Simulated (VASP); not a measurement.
# S (Fd-3m) in VASP: notebook

S is run at these levels: PBEsol; tasks: single point.

Program: VASP 6.6.1. These are calculated values, not measurements. Logs are shortened: lines on timing, memory, paths and dates and some standing lists are left out, and cuts for length are marked.

**1. The cell of the first run**

The structure is cubic, space group Fd-3m (No. 227). Conventional cell: a = 4.569 Å, b = 4.569 Å, c = 4.569 Å, α = 90.00°, β = 90.00°, γ = 90.00°. S (site symmetry -43m) has 4 S at 1.98 Å within 2.6 Å.

**2. Single point, PBEsol (volume scaled by 0.52)**

File INCAR:

```
SYSTEM = S
PREC = Accurate
ENCUT = 520
EDIFF = 1E-6
ISMEAR = -1
SIGMA = 0.05
LREAL = .False.
LASPH = .True.
NELM = 80
ALGO = Normal
ISIF = 2
LWAVE = .False.
LCHARG = .False.
GGA = PS
NBANDS = 13
```

File KPOINTS:

```
Automatic mesh
0
Gamma
  13 13 13
  0 0 0
```

File POSCAR:

```
S
1.0
    0.0000000000      2.2843611503      2.2843611503
    2.2843611503      0.0000000000      2.2843611503
    2.2843611503      2.2843611503      0.0000000000
S
2
Direct
   -0.1250000000     -0.1250000000     -0.1250000000
    0.1250000000      0.1250000000      0.1250000000
```

Potentials or basis: VASP PAW PBE potentials, release 64 (S).

Started as:

```bash
> cat potpaw_PBE.64/S/POTCAR > POTCAR
> mpirun -np 1 vasp_std > vasp.out
```

OUTCAR:

```text
SYSTEM = S
   PREC = Accurate
   ENCUT = 520
   EDIFF = 1E-6
   ISMEAR = -1
   LREAL = .False.
   LASPH = .True.
   NELM = 80
   ISIF = 2
   GGA = PS

 ion  position               nearest neighbor table
   1  0.875  0.875  0.875-   2 1.98   2 1.98   2 1.98   2 1.98
   2  0.125  0.125  0.125-   1 1.98   1 1.98   1 1.98   1 1.98

  LATTYP: Found a face centered cubic cell.
 ALAT       =     4.5687223006

  Lattice vectors:

 A1 = (   0.0000000000,   2.2843611503,   2.2843611503)
 A2 = (   2.2843611503,   0.0000000000,   2.2843611503)
 A3 = (   2.2843611503,   2.2843611503,   0.0000000000)

Analysis of symmetry for initial positions (statically):
=====================================================================
 Subroutine PRICEL returns:
 Original cell was already a primitive cell.

 Routine SETGRP: Setting up the symmetry group for a
 face centered cubic supercell.

 Subroutine GETGRP returns: Found 48 space group operations
 (whereof 12 operations were pure point group operations)
 out of a pool of 48 trial point group operations.

The static configuration has the point symmetry D_3d.
 The point group associated with its full space group is O_h .

Analysis of symmetry for dynamics (positions and initial velocities):
=====================================================================
 Subroutine PRICEL returns:
 Original cell was already a primitive cell.

 Routine SETGRP: Setting up the symmetry group for a
 face centered cubic supercell.

 Subroutine GETGRP returns: Found 48 space group operations
 (whereof 12 operations were pure point group operations)
 out of a pool of 48 trial point group operations.

The dynamic configuration has the point symmetry D_3d.
 The point group associated with its full space group is O_h .

 Subroutine INISYM returns: Found 48 space group operations
 (whereof 12 operations are pure point group operations),
 and found     1 'primitive' translations

----------------------------------------------------------------------------------------

                                     Primitive cell

  volume of cell :      23.8410

  direct lattice vectors                    reciprocal lattice vectors
     0.000000000  2.284361150  2.284361150    -0.218879576  0.218879576  0.218879576
     2.284361150  0.000000000  2.284361150     0.218879576 -0.218879576  0.218879576
     2.284361150  2.284361150  0.000000000     0.218879576  0.218879576 -0.218879576

  length of vectors
     3.230574520  3.230574520  3.230574520     0.379110546  0.379110546  0.379110546

  position of ions in fractional coordinates (direct lattice)
     0.875000000  0.875000000  0.875000000
     0.125000000  0.125000000  0.125000000

  ion indices of the primitive-cell ions
   primitive index   ion index
                 1           1
                 2           2

----------------------------------------------------------------------------------------

 KPOINTS: Automatic mesh

Automatic generation of k-mesh.
 Grid dimensions read from file:
 generate k-points for:   13   13   13

 Generating k-lattice:

  Cartesian coordinates                     Fractional coordinates (reciprocal lattice)
    -0.016836890  0.016836890  0.016836890     0.076923077  0.000000000  0.000000000
     0.016836890 -0.016836890  0.016836890     0.000000000  0.076923077  0.000000000
     0.016836890  0.016836890 -0.016836890     0.000000000  0.000000000  0.076923077

  Length of vectors
     0.029162350  0.029162350  0.029162350

  Shift w.r.t. Gamma in fractional coordinates (k-lattice)
     0.000000000  0.000000000  0.000000000

 Subroutine IBZKPT returns following result:
 ===========================================

 Found     84 irreducible k-points:

 Following reciprocal coordinates:
            Coordinates               Weight
  0.000000  0.000000  0.000000      1.000000
  0.076923  0.000000  0.000000      8.000000
  0.153846  0.000000  0.000000      8.000000
  0.230769  0.000000  0.000000      8.000000
  0.307692  0.000000  0.000000      8.000000
  0.384615  0.000000  0.000000      8.000000
[... 16 lines left out ...]
  0.384615  0.153846  0.000000     24.000000
  0.461538  0.153846  0.000000     24.000000
 [... further k-points ...]
   k-points           NKPTS =     84   k-points in BZ     NKDIM =     84   number of bands    NBANDS=     13
   number of dos      NEDOS =    301   number of ions     NIONS =      2
   total plane-waves  NPLWV =  13824
   dimension x,y,z NGX =    24 NGY =   24 NGZ =   24
   dimension x,y,z NGXF=    48 NGYF=   48 NGZF=   48
   ions per type =               2
   NGX,Y,Z   is equivalent  to a cutoff of  12.35, 12.35, 12.35 a.u.
   NGXF,Y,Z  is equivalent  to a cutoff of  24.70, 24.70, 24.70 a.u.
 SYSTEM =  S
   PREC   = accura    normal or accurate (medium, high low for compatibility)
   ISTART =      0    job   : 0-new  1-cont  2-samecut
   ICHARG =      2    charge: 1-file 2-atom 10-const
   ISPIN  =      1    spin polarized calculation?
   LNONCOLLINEAR =      F non collinear calculations
   LSORBIT =      F    spin-orbit coupling
   LASPH  =      T    aspherical Exc in radial PAW
   ENCUT  =  520.0 eV  38.22 Ry    6.18 a.u.   6.01  6.01  6.01*2*pi/ulx,y,z
   NELM   =     80;   NELMIN=  2; NELMDL= -5     # of ELM steps
   EDIFF  = 0.1E-05   stopping-criterion for ELM
   LREAL  =      F    real-space projection
   EDIFFG = 0.1E-04   stopping-criterion for IOM
   NSW    =      0    number of steps for IOM
   IBRION =     -1    ionic relax: 0-MD 1-quasi-New 2-CG
   NFREE  =      0    steps in history (QN), initial steepest desc. (CG)
   ISIF   =      2    stress and relaxation
   ISYM   =      2    0-nonsym 1-usesym 2-fastsym
   POTIM  = 0.5000    time-step for ionic-motion
   TEBEG  =    0.0;   TEEND  =   0.0 temperature during run
   PSTRESS=    0.0 pullay stress
   NELECT =      12.0000    total number of electrons
   NUPDOWN=      -1.0000    fix difference up-down
   EMIN   =  10.00;   EMAX   =-10.00  energy-range for DOS
   EFERMI =   0.00;   METHOD = LEGACY
   ISMEAR =    -1;   SIGMA  =   0.05  broadening in eV -4-tet -1-fermi 0-gaus
   EFERMI_NEDOS =   21; number of points for ismear=-14 and -15
   IALGO  =     38    algorithm
   IMIX   =      4    mixing-type and parameters
     AMIX     =   0.40;   BMIX     =  1.00
     AMIX_MAG =   1.60;   BMIX_MAG =  1.00
  volume/ion in A,a.u.               =      11.92        80.44
  Fermi-wavevector in a.u.,A,eV,Ry     =   1.302248  2.460893 23.073450  1.695851
  Thomas-Fermi vector in A             =   2.433329
   LORBIT       =      0    0 simple, 1 ext, 2 COOP (PROOUT), +10 PAW based schemes
   GGA     = PS    functional components
   LHFCALC =     F    Hartree Fock is set to
   AEXX    =    0.0000 exact exchange contribution
   IVDW    =     0    specifies the selected vdW correction
   LEPSILON=     F    determine dielectric tensor
   LRPA    =     F    only Hartree local field effects (RPA)
 non-spin polarized calculation
  energy-cutoff  :      520.00
  volume of cell :       23.84
 maximum number of plane-waves:       654
   NGX = 13   NGY = 13   NGZ = 13

 number of electron      12.0000002 magnetization

 Free energy of the ion-electron system (eV)
  ---------------------------------------------------
  ext. energy  EPLUGINS =         0.00000000
  ---------------------------------------------------
  free energy    TOTEN  =        -3.14376272 eV

  energy without entropy =       -3.13665683  energy(sigma->0) =       -3.14020977

 E-fermi :  12.7053     XC(G=0): -12.2731

 val. band max:       12.6932708440   @ k =   0.3077   0.1538   0.0769
 cond. band min:      12.7602757133   @ k =  -0.3077   0.4615   0.2308
 fundamental gap:      0.0670048693
 Fermi energy:        12.7052536209

 k-point     1 :       0.0000    0.0000    0.0000
  band No.  band energies     occupation
      1     -10.0387      2.00000
      2       5.8911      2.00000
      3       5.8911      2.00000
      4       5.8911      2.00000
      5       9.3101      2.00000
      6      10.4165      2.00000
      7      10.4165      2.00000
      8      10.4165      2.00000
      9      18.8620      0.00000
     10      18.8620      0.00000
     11      19.4003      0.00000
     12      24.2590      0.00000
     13      24.2590      0.00000

 k-point     2 :       0.0769    0.0000    0.0000
  band No.  band energies     occupation
      1      -9.9378      2.00000
      2       4.8937      2.00000
      3       5.7606      2.00000
      4       5.7606      2.00000
      5       9.7032      2.00000
      6      10.6228      2.00000
      7      10.6228      2.00000
      8      10.9112      2.00000
      9      18.6098      0.00000
     10      18.6098      0.00000
     11      19.7684      0.00000
     12      23.9499      0.00000
     13      24.8448      0.00000

 k-point     3 :       0.1538    0.0000    0.0000
  band No.  band energies     occupation
      1      -9.6387      2.00000
      2       3.0971      2.00000
      3       5.4493      2.00000
      4       5.4493      2.00000
      5       9.5559      2.00000
      6      11.1148      2.00000
      7      11.1148      2.00000
      8      12.5989      1.78689
      9      18.1959      0.00000
     10      18.1959      0.00000
     11      20.6238      0.00000
     12      23.4956      0.00000
     13      26.2651      0.00000
[... 305 lines left out ...]
 k-point    23 :       0.3846    0.1538    0.0000
  band No.  band energies     occupation
      1      -7.9238      2.00000
      2      -1.0893      2.00000
      3       3.3893      2.00000
      4       3.8810      2.00000
      5       9.9242      2.00000
      6      11.9971      2.00000
      7      13.5450      0.00000
      8      14.3729      0.00000
      9      19.8780      0.00000
     10      21.1861      0.00000
     11      21.9144      0.00000
     12      25.4956      0.00000
     13      25.8875      0.00000

 k-point    24 :       0.4615    0.1538    0.0000
  band No.  band energies     occupation
      1      -7.2203      2.00000
      2      -2.3293      2.00000
      3       2.9765      2.00000
      4       3.8521      2.00000
      5       9.8654      2.00000
      6      12.1896      1.99993
      7      13.4178      0.00000
      8      15.6008      0.00000
      9      20.7544      0.00000
     10      22.2055      0.00000
     11      22.7437      0.00000
     12      23.2788      0.00000
     13      24.7729      0.00000

 [... further k-points ...]
[... 5 lines left out ...]
  --------------------------------------------------------------------------------------
  -------------------------------------------------------------------------------------
  Total       12.4319287     12.4319287     12.4319287      0.0000000      0.0000000      0.0000000
  in kB      835.4583413    835.4583413    835.4583413      0.0000000      0.0000000      0.0000000
  external PRESSURE =     835.4583413 kB  Pullay stress =       0.0000000 kB

 VOLUME and BASIS-vectors are now :
 -----------------------------------------------------------------------------
  energy-cutoff  :      520.00
  volume of cell :       23.84
      direct lattice vectors                 reciprocal lattice vectors
     0.000000000  2.284361150  2.284361150    -0.218879576  0.218879576  0.218879576
     2.284361150  0.000000000  2.284361150     0.218879576 -0.218879576  0.218879576
     2.284361150  2.284361150  0.000000000     0.218879576  0.218879576 -0.218879576

 POSITION                                       TOTAL-FORCE (eV/Angst)
 -----------------------------------------------------------------------------------
      3.99763      3.99763      3.99763        -0.000000     -0.000000     -0.000000
      0.57109      0.57109      0.57109         0.000000      0.000000      0.000000
 -----------------------------------------------------------------------------------
    total drift:                                0.000000      0.000000      0.000000

  FREE ENERGIE OF THE ION-ELECTRON SYSTEM (eV)
  ---------------------------------------------------
  free  energy   TOTEN  =        -3.1437627213 eV

  energy  without entropy=       -3.1366568281  energy(sigma->0) =       -3.14020977
```

Wall time 5.9 s (1 thread of Intel Xeon 6975P-C (Granite Rapids), shared host); peak memory 0.14 GiB.

Results:

```yaml
Free_energy: -3.1438 eV
Pressure: 83.5 GPa
Band_gap_on_the_k_mesh: zero (band 6 reaches 14.80 eV, above the bottom of band 7 at 10.42 eV)
```

Caveat: the PAW data sets were made with another functional, which shifts forces and pressure a little.

**3. Single point, PBEsol (volume scaled by 0.6)**

File INCAR:

```
SYSTEM = S
  PREC = Accurate
  ENCUT = 520
  EDIFF = 1E-6
  ISMEAR = -1
  SIGMA = 0.05
  LREAL = .FALSE.
  LASPH = .TRUE.
  NELM = 60
  ALGO = Normal
  ISIF = 2
  LWAVE = .FALSE.
  LCHARG = .FALSE.
  GGA = PS
  NBANDS = 13
```

File KPOINTS:

```
Automatic mesh
0
G
  13 13 13
  0 0 0
```

File POSCAR:

```
S
1.0
    0.0000000000      2.3959664612      2.3959664612
    2.3959664612      0.0000000000      2.3959664612
    2.3959664612      2.3959664612      0.0000000000
S
2
Direct
   -0.1250000000     -0.1250000000     -0.1250000000
    0.1250000000      0.1250000000      0.1250000000
```

Potentials or basis: VASP PAW PBE potentials, release 64 (S).

Started as:

```bash
> cat potpaw_PBE.64/S/POTCAR > POTCAR
> mpirun -np 1 vasp_std > vasp.out
```

It took 14 s on 1 thread of Intel Xeon 6975P-C (Granite Rapids), shared host; peak memory 0.15 GiB.

Results (log left out):

* Free energy: -4.6923 eV
* Pressure: 54.4 GPa
* Band gap on the k mesh: zero (band 6 reaches 12.31 eV, above the bottom of band 7 at 8.47 eV)

Levels at points of the mesh, in eV from the Fermi level:
```csv
k point,band 2,band 3,band 4,band 5,band 6,band 7,band 8,band 9,band 10,band 11
"(0.00, 0.00, 0.00)",-6.16,-6.16,-6.16,-5.05,-1.93,-1.93,-1.93,6.28,6.56,6.56
```

Caveat: the PAW data sets were made with another functional, which shifts forces and pressure a little.
